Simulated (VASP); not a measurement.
Wanted: the native input for a VASP 6.6.1 run.

| Item | Value |
| --- | --- |
| Task | relaxation of cell and atoms |
| Functional | PBE |
| Potentials or basis | VASP PAW PBE potentials, release 64 (Mg, Sc_sv, I) |
| Cutoff | 600 eV |
| k mesh | 4 × 4 × 6 |
| Occupations | gaussian, width 0.1 eV |
| Spin | no spin polarisation |
| Dipole correction | no |
| Further INCAR settings | ALGO = Normal; EDIFF = 1e-06; IBRION = 2; EDIFFG = -0.04; NSW = 90; ISIF = 3 |

The structure of MgScI2 lies in POSCAR:

```
MgScI2
1.0
    6.2734051100      0.0000000000      0.0000000000
    0.0000000000      6.2734051100      0.0000000000
    0.0000000000      0.0000000000      2.6308237400
Mg Sc I
1 1 2
Direct
    0.0000000000      0.0000000000      0.0000000000
    0.5000000000      0.5000000000      0.5000000000
    0.5000000000      0.0000000000      0.0000000000
    0.0000000000      0.5000000000      0.0000000000
```

The input as run:

INCAR

```
SYSTEM = MgScI2
ALGO = Normal
EDIFF = 1E-6
EDIFFG = -0.04
ENCUT = 600
GGA = PE
IBRION = 2
ISIF = 3
ISMEAR = 0
LASPH = .TRUE.
LCHARG = .FALSE.
LREAL = .FALSE.
LWAVE = .FALSE.
NELM = 100
NSW = 90
PREC = Accurate
SIGMA = 0.1
```

KPOINTS

```
k-points
0
G
  4 4 6
  0 0 0
```

Potentials or basis: VASP PAW PBE potentials, release 64 (Mg, Sc_sv, I).

Command:

```bash
$ cat potpaw_PBE.64/Mg/POTCAR potpaw_PBE.64/Sc_sv/POTCAR potpaw_PBE.64/I/POTCAR > POTCAR
$ mpirun -np 1 vasp_std > vasp.out
```

Results of the run:

| Item | Value |
| --- | --- |
| Relaxed volume | 30.11 Å³/atom |
| Relaxed cell | a = 5.782 Å, b = 5.782 Å, c = 3.602 Å, α = 90.00°, β = 90.00°, γ = 90.00° |
| Space group after relaxing (to 0.05 Å) | P4/mmm (No. 123) |
| Energy gained by relaxing | 1164.2 meV/atom |
| Ionic steps | 11 |
| Pressure after relaxing | -0.1 GPa |

Caveat: the k points lie up to 0.29 Å⁻¹ apart in the final cell; the volume moved by over 15 % at a fixed basis, so the end points are rough; an odd number of electrons without spin polarisation forces a metal; a magnetic or distorted state may lie lower.

Wall time 4.1 min on 1 thread of Intel(R) Xeon(R) 6975P-C (Granite Rapids) (shared host), peak memory 0.29 GiB.
